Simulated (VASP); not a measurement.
# LiBe16 (a cell with a defect) in VASP: single point with PBE

Aim: the single point of LiBe16 (a cell with a defect) with PBE.

Program: VASP 6.6.1. These are calculated values, not measurements. Logs are shortened: lines on timing, memory, paths and dates and some standing lists are left out, and cuts for length are marked.

## Step 1: The cell of the first run

The cell holds a defect, 17 atoms: a = 4.580 Å, b = 3.966 Å, c = 7.177 Å, α = 90.00°, β = 90.00°, γ = 90.00°.

## Step 2: Single point, PBE

The input, INCAR:

```
SYSTEM = LiBe16
PREC = Accurate ; ENCUT = 520
EDIFF = 1E-6 ; ISMEAR = 0
SIGMA = 0.1 ; LREAL = Auto
LASPH = .True. ; NELM = 80
ALGO = Normal ; ISIF = 2
LWAVE = .False. ; LCHARG = .True.
GGA = PE ; LELF = .True.
LVHAR = .True. ; NBANDS = 32
```

The input, KPOINTS:

```
Automatic mesh
0
Gamma
  4 4 3
  0 0 0
```

The input, POSCAR:

```
LiBe16
1.0
   -2.2900000000     -3.9663960000      0.0000000000
    3.4350000000     -1.9831980000      0.0000000000
    0.0000000000      0.0000000000      7.1768600000
Be Li
16 1
Direct
    0.7618536532      0.4976581851      0.0204432022
    0.5030857320      0.3489040251      0.2583330314
    0.7575575215      0.4880974452      0.4996831483
    0.5561089421      0.2856889309      0.7379833242
    0.5588834114      0.0488282423      0.0010019702
    0.2571217117      0.8617871091      0.2097863132
    0.5032244784     -0.0156063885      0.4777157420
    0.2135315006      0.9933211460      0.6986241894
    0.2154548465      0.3391198249      0.0354993688
    0.0026996754      0.3661954168      0.2740865783
    0.2575841303      0.4708729719      0.5252822265
   -0.0025984700      0.4158548773      0.7757230878
   -0.0039927060     -0.0805433178     -0.0407186430
    0.7574992555      0.8431144964      0.2366987791
    0.0032316806     -0.0354534065      0.4605335760
    0.7613051380      0.8367280250      0.7147574287
    0.3891552004      0.6701919676      0.8688195116
```

Potentials or basis: VASP PAW PBE potentials, release 64 (Be, Li_sv).

Command:

```bash
$ cat potpaw_PBE.64/Be/POTCAR potpaw_PBE.64/Li_sv/POTCAR > POTCAR
$ mpirun -np 1 vasp_std > vasp.out
```

OUTCAR:

```text
SYSTEM = LiBe16
   PREC = Accurate
   ENCUT = 520
   EDIFF = 1E-6
   ISMEAR = 0
   LREAL = Auto
   LASPH = .True.
   NELM = 80
   ISIF = 2
   GGA = PE

 ion  position               nearest neighbor table
   1  0.762  0.498  0.020-   5 2.01  13 2.04  14 2.07  12 2.09  17 2.14   2 2.16   9 2.17  10 2.19
                             5 2.38
   2  0.503  0.349  0.258-   9 2.07   7 2.14   3 2.16   1 2.16   5 2.21   6 2.26  11 2.27  14 2.29
                            10 2.29  10 2.30  14 2.33   6 2.35
   3  0.758  0.488  0.500-  10 2.03  16 2.07   4 2.10   2 2.16  15 2.22  12 2.28   7 2.29  11 2.30
                            11 2.30   7 2.32  14 2.35  15 2.38
   4  0.556  0.286  0.738-  17 1.95   8 1.97  16 2.02   3 2.10  12 2.10   5 2.11  11 2.18   7 2.23
                            16 2.38
   5  0.559  0.049  0.001-  17 1.94   9 1.96   1 2.01  14 2.09  13 2.09   4 2.11   6 2.17   2 2.21
                             1 2.38
   6  0.257  0.862  0.210-   5 2.17  13 2.17  15 2.18   2 2.26   9 2.28   7 2.28  14 2.30  14 2.30
                            10 2.33   2 2.35  10 2.36
   7  0.503  0.984  0.478-   8 2.07   2 2.14  16 2.15  14 2.16   4 2.23  11 2.26   6 2.28   3 2.29
                            15 2.29  15 2.29   3 2.32  11 2.35
   8  0.214  0.993  0.699-  17 1.94  15 1.96   4 1.97  12 2.02   7 2.07  13 2.14  16 2.17  11 2.28
[... 4 lines left out ...]
                             6 2.33   6 2.36  14 2.37
  11  0.258  0.471  0.525-  12 2.17   4 2.18  10 2.19   7 2.26   2 2.27   8 2.28   3 2.30   3 2.30
                            15 2.33   7 2.35  15 2.37
  12  0.997  0.416  0.776-   8 2.02  16 2.04   1 2.09   4 2.10   9 2.14  17 2.16  11 2.17   3 2.28
                            13 2.37
  13  0.996  0.919  0.959-   9 2.02   1 2.04  16 2.08   5 2.09   8 2.14  17 2.15   6 2.17  14 2.29
                            12 2.37
  14  0.757  0.843  0.237-  15 2.02   1 2.07   5 2.09   7 2.16  10 2.22   2 2.29  13 2.29   6 2.30
                             6 2.30   2 2.33   3 2.35  10 2.37
  15  0.003  0.965  0.461-   8 1.96  14 2.02  10 2.08   6 2.18  16 2.19   3 2.22   7 2.29   7 2.29
                            11 2.33  11 2.37   3 2.38
  16  0.761  0.837  0.715-   4 2.02  12 2.04   3 2.07  13 2.08  17 2.14   7 2.15   8 2.17  15 2.19
                             4 2.38
  17  0.389  0.670  0.869-   5 1.94   8 1.94   9 1.95   4 1.95  16 2.14   1 2.14  13 2.15  12 2.16

  LATTYP: Found a simple orthorhombic cell.
 ALAT       =     3.9663962620
 B/A-ratio  =     1.1547004875
 C/A-ratio  =     1.8094157835

  Lattice vectors:

 A1 = (  -3.4350000000,   1.9831980000,   0.0000000000)
 A2 = (  -2.2900000000,  -3.9663960000,   0.0000000000)
 A3 = (   0.0000000000,   0.0000000000,   7.1768600000)

Analysis of symmetry for initial positions (statically):
=====================================================================
 Subroutine PRICEL returns:
 Original cell was already a primitive cell.

 Routine SETGRP: Setting up the symmetry group for a
 simple orthorhombic supercell.

 Subroutine GETGRP returns: Found  1 space group operations
 (whereof  1 operations were pure point group operations)
 out of a pool of  8 trial point group operations.

The static configuration has the point symmetry C_1 .

Analysis of symmetry for dynamics (positions and initial velocities):
=====================================================================
 Subroutine PRICEL returns:
 Original cell was already a primitive cell.

 Routine SETGRP: Setting up the symmetry group for a
 simple orthorhombic supercell.

 Subroutine GETGRP returns: Found  1 space group operations
 (whereof  1 operations were pure point group operations)
 out of a pool of  8 trial point group operations.

The dynamic configuration has the point symmetry C_1 .

 Subroutine INISYM returns: Found  1 space group operations
 (whereof  1 operations are pure point group operations),
 and found     1 'primitive' translations

----------------------------------------------------------------------------------------

                                     Primitive cell

  volume of cell :     130.3755

  direct lattice vectors                    reciprocal lattice vectors
    -2.290000000 -3.966396000  0.000000000    -0.109170306 -0.189088533  0.000000000
     3.435000000 -1.983198000  0.000000000     0.218340611 -0.126059022  0.000000000
     0.000000000  0.000000000  7.176860000     0.000000000  0.000000000  0.139336702

  length of vectors
     4.579999697  3.966396262  7.176860000     0.218340626  0.252118027  0.139336702

  position of ions in fractional coordinates (direct lattice)
     0.761853653  0.497658185  0.020443202
[... 48 lines left out ...]
    -0.027292576 -0.047272133  0.000000000     0.250000000  0.000000000  0.000000000
     0.054585153 -0.031514755  0.000000000     0.000000000  0.250000000  0.000000000
     0.000000000  0.000000000  0.046445567     0.000000000  0.000000000  0.333333333

  Length of vectors
     0.054585156  0.063029507  0.046445567

  Shift w.r.t. Gamma in fractional coordinates (k-lattice)
     0.000000000  0.000000000  0.000000000

 Subroutine IBZKPT returns following result:
 ===========================================

 Found     26 irreducible k-points:

 Following reciprocal coordinates:
            Coordinates               Weight
  0.000000  0.000000  0.000000      1.000000
  0.250000  0.000000  0.000000      2.000000
  0.500000  0.000000  0.000000      1.000000
  0.000000  0.250000  0.000000      2.000000
  0.250000  0.250000  0.000000      2.000000
 -0.250000  0.250000  0.000000      2.000000
[... 16 lines left out ...]
  0.000000  0.500000  0.333333      2.000000
  0.250000  0.500000  0.333333      2.000000
 [... further k-points ...]
   k-points           NKPTS =     26   k-points in BZ     NKDIM =     26   number of bands    NBANDS=     32
   number of dos      NEDOS =    301   number of ions     NIONS =     17
   total plane-waves  NPLWV =  58320
   dimension x,y,z NGX =    36 NGY =   30 NGZ =   54
   dimension x,y,z NGXF=    72 NGYF=   60 NGZF=  108
   ions per type =              16   1
   NGX,Y,Z   is equivalent  to a cutoff of  13.07, 12.57, 12.51 a.u.
   NGXF,Y,Z  is equivalent  to a cutoff of  26.13, 25.15, 25.02 a.u.
 SYSTEM =  LiBe16
   PREC   = accura    normal or accurate (medium, high low for compatibility)
   ISTART =      0    job   : 0-new  1-cont  2-samecut
   ICHARG =      2    charge: 1-file 2-atom 10-const
   ISPIN  =      1    spin polarized calculation?
   LNONCOLLINEAR =      F non collinear calculations
   LSORBIT =      F    spin-orbit coupling
   LASPH  =      T    aspherical Exc in radial PAW
   ENCUT  =  520.0 eV  38.22 Ry    6.18 a.u.   8.52  7.37 13.34*2*pi/ulx,y,z
   NELM   =     80;   NELMIN=  2; NELMDL= -5     # of ELM steps
   EDIFF  = 0.1E-05   stopping-criterion for ELM
   LREAL  =      T    real-space projection
   EDIFFG = 0.1E-04   stopping-criterion for IOM
   NSW    =      0    number of steps for IOM
   IBRION =     -1    ionic relax: 0-MD 1-quasi-New 2-CG
   NFREE  =      0    steps in history (QN), initial steepest desc. (CG)
   ISIF   =      2    stress and relaxation
   ISYM   =      2    0-nonsym 1-usesym 2-fastsym
   POTIM  = 0.5000    time-step for ionic-motion
   TEBEG  =    0.0;   TEEND  =   0.0 temperature during run
   PSTRESS=    0.0 pullay stress
   NELECT =      35.0000    total number of electrons
   NUPDOWN=      -1.0000    fix difference up-down
   EMIN   =  10.00;   EMAX   =-10.00  energy-range for DOS
   EFERMI =   0.00;   METHOD = LEGACY
   ISMEAR =     0;   SIGMA  =   0.10  broadening in eV -4-tet -1-fermi 0-gaus
   EFERMI_NEDOS =   21; number of points for ismear=-14 and -15
   IALGO  =     38    algorithm
   IMIX   =      4    mixing-type and parameters
     AMIX     =   0.40;   BMIX     =  1.00
     AMIX_MAG =   1.60;   BMIX_MAG =  1.00
  volume/ion in A,a.u.               =       7.67        51.75
  Fermi-wavevector in a.u.,A,eV,Ry     =   1.056085  1.995711 15.174786  1.115315
  Thomas-Fermi vector in A             =   2.191307
   LORBIT       =      0    0 simple, 1 ext, 2 COOP (PROOUT), +10 PAW based schemes
   GGA     = PE    functional components
   LHFCALC =     F    Hartree Fock is set to
   AEXX    =    0.0000 exact exchange contribution
   IVDW    =     0    specifies the selected vdW correction
   LEPSILON=     F    determine dielectric tensor
   LRPA    =     F    only Hartree local field effects (RPA)
 non-spin polarized calculation
 Gauss-broadening in eV      SIGMA  =   0.10
  energy-cutoff  :      520.00
  volume of cell :      130.38
 maximum number of plane-waves:      3529
 NGX is ok and might be reduce to    36
   NGX = 17   NGY = 15   NGZ = 27

 number of electron      35.0000000 magnetization

 Free energy of the ion-electron system (eV)
  ---------------------------------------------------
  ext. energy  EPLUGINS =         0.00000000
  ---------------------------------------------------
  free energy    TOTEN  =       -56.90433923 eV

  energy without entropy =      -56.89043497  energy(sigma->0) =      -56.89738710

 E-fermi :   7.1557     XC(G=0): -10.6519

 val. band max:        7.1288642779   @ k =   0.0000   0.0000   0.3333
 cond. band min:       7.1646874609   @ k =   0.2500   0.0000   0.0000
 fundamental gap:      0.0358231830
 Fermi energy:         7.1557029731

 k-point     1 :       0.0000    0.0000    0.0000
  band No.  band energies     occupation
      1     -39.1672      2.00000
      2      -4.0618      2.00000
      3      -2.1342      2.00000
      4      -1.8343      2.00000
      5       0.9245      2.00000
      6       1.1544      2.00000
[... 757 lines left out ...]
     28      13.3556      0.00000
     29      13.7115      0.00000

 [... further k-points ...]

 [bands above 29 left out]

------------------------ aborting loop because EDIFF is reached ----------------------------------------

  FORCE on cell =-STRESS in cart. coord.  units (eV):
  Direction    XX          YY          ZZ          XY          YZ          ZX
  --------------------------------------------------------------------------------------
  -------------------------------------------------------------------------------------
  Total        9.1812732      7.4867827     16.1214961     -1.4365036     -0.0009301     -0.1792594
  in kB      112.8281511     92.0046523    198.1161598    -17.6531119     -0.0114300     -2.2029092
  external PRESSURE =     134.3163210 kB  Pullay stress =       0.0000000 kB

 VOLUME and BASIS-vectors are now :
 -----------------------------------------------------------------------------
  energy-cutoff  :      520.00
  volume of cell :      130.38
      direct lattice vectors                 reciprocal lattice vectors
    -2.290000000 -3.966396000  0.000000000    -0.109170306 -0.189088533  0.000000000
     3.435000000 -1.983198000  0.000000000     0.218340611 -0.126059022  0.000000000
     0.000000000  0.000000000  7.176860000     0.000000000  0.000000000  0.139336702

 POSITION                                       TOTAL-FORCE (eV/Angst)
 -----------------------------------------------------------------------------------
     -0.03519     -4.00877      0.14672        -0.000589     -0.014021     -0.007794
      0.04642     -2.68738      1.85402         0.007111     -0.004062      0.004118
     -0.05819     -3.97277      3.58616        -0.002631      0.004430     -0.003286
     -0.29215     -2.77233      5.29640        -0.003412      0.005677     -0.000934
     -1.11212     -2.31359      0.00719         0.006718     -0.004309      0.007307
      2.37143     -2.72894      1.50561        -0.006392      0.006888      0.002975
[... 9 lines left out ...]
      1.13077     -4.67903      5.12971        -0.009916     -0.008132      0.006944
      1.41094     -2.87267      6.23540        -0.000577     -0.000872     -0.000080
 -----------------------------------------------------------------------------------
    total drift:                               -0.001651      0.003593     -0.003562

  FREE ENERGIE OF THE ION-ELECTRON SYSTEM (eV)
  ---------------------------------------------------
  free  energy   TOTEN  =       -56.9043392295 eV

  energy  without entropy=      -56.8904349749  energy(sigma->0) =      -56.89738710
```

It took 2.2 min on 1 thread of Intel Xeon Platinum 8375C at 2.90GHz (Ice Lake), shared host; peak memory 0.26 GiB.

Results:

```
Free energy            : -56.9043 eV
Largest force          : 0.032 eV/Å
Band gap on the k mesh : zero (an odd number of electrons rules out a gap without spin polarisation)
```

Forces on the atoms (eV/Å):
```
Be  -0.001 -0.014 -0.008
Be   0.007 -0.004  0.004
Be  -0.003  0.004 -0.003
Be  -0.003  0.006 -0.001
Be   0.007 -0.004  0.007
Be  -0.006  0.007  0.003
Be  -0.007  0.004 -0.003
Be  -0.015  0.005 -0.012
Be   0.010 -0.011  0.009
Be  -0.003  0.007 -0.002
Be   0.008 -0.002 -0.004
Be  -0.022  0.019 -0.011
Be   0.029 -0.009  0.009
Be   0.004  0.000  0.005
Be   0.006  0.002 -0.001
Be  -0.010 -0.008  0.007
Li  -0.001 -0.001  0.000
```

Levels at points of the mesh, in eV from the Fermi level:
```csv
k point,band 14,band 15,band 16,band 17,band 18,band 19,band 20,band 21
"(0.00, 0.00, 0.00)",-3.14,-2.62,-1.02,-0.84,-0.48,0.58,0.75,1.38
"(0.50, 0.00, 0.00)",-2.28,-1.84,-0.83,-0.55,-0.44,-0.19,-0.10,0.60
"(0.00, 0.50, 0.00)",-3.62,-3.27,-2.68,-2.01,0.08,0.40,0.73,1.55
"(0.50, 0.50, 0.00)",-1.40,-1.32,-1.05,0.27,0.29,0.81,1.36,2.05
```

Caveat: the k points lie up to 0.40 Å⁻¹ apart, too coarse for converged energies and pressures of a metal; the cutoff is under 1.25 times the usual one of these potentials, so pressure, stress and relaxed cells hold a basis-set (Pulay) error.
